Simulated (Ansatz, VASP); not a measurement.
# Co: VASP beside Ansatz

```
CELL_PARAMETERS angstrom
0.00000 2.38265 2.38265
2.38265 0.00000 2.38265
2.38265 2.38265 0.00000
ATOMIC_POSITIONS crystal
Co 0.12500 0.12500 0.12500
Co 0.87500 0.87500 0.87500
```

Alike in both runs: task single point; functional RPBE; k mesh 12 × 12 × 12; occupations fermi-dirac, width 0.1 eV; no spin polarisation.

|  | VASP | Ansatz |
| --- | --- | --- |
| version | VASP 6.6.1 | Ansatz 0.2.0 |
| potentials or method | VASP PAW PBE potentials, release 64 (Co_sv), cutoff 690 eV | plane waves (420 eV) with PAW, scalar-relativistic |
| valence electrons in the cell | 34 | 34 |

|  | VASP | Ansatz | Ansatz less VASP |
| --- | --- | --- | --- |
| pressure (GPa) | 19.2 | 20.4 | +1.17 |

VASP's potentials were made for PBE, not for RPBE.
